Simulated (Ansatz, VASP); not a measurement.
## Tl: VASP beside Ansatz

```
Tl
1.0
     3.58987    0.00000    0.00000
    -1.79494    3.10892    0.00000
     0.00000    0.00000    5.64127
Tl
2
Direct
  0.33333 0.66667 0.25000
  0.66667 0.33333 0.75000
```

Alike in both runs: functional PBE; k mesh 14 × 14 × 8; occupations fermi-dirac, width 0.1 eV; no spin polarisation.

Ansatz relaxed the structure, and its values are those at the end. VASP's run is a single point on that final structure, the one shown.

```csv
,VASP,Ansatz
version,VASP 6.6.1,Ansatz 0.2.0
potentials or method,"VASP PAW PBE potentials, release 64 (Tl_d)","PAW with Ansatz's default frozen-core files, scalar-relativistic"
plane-wave cutoff (eV),520,420
valence electrons in the cell,26,26
```

VASP gave:

```
pressure (GPa) : -0.1
```

Estimate Ansatz's values.

pressure (GPa): 0.0.

Neither program's run includes spin-orbit coupling.
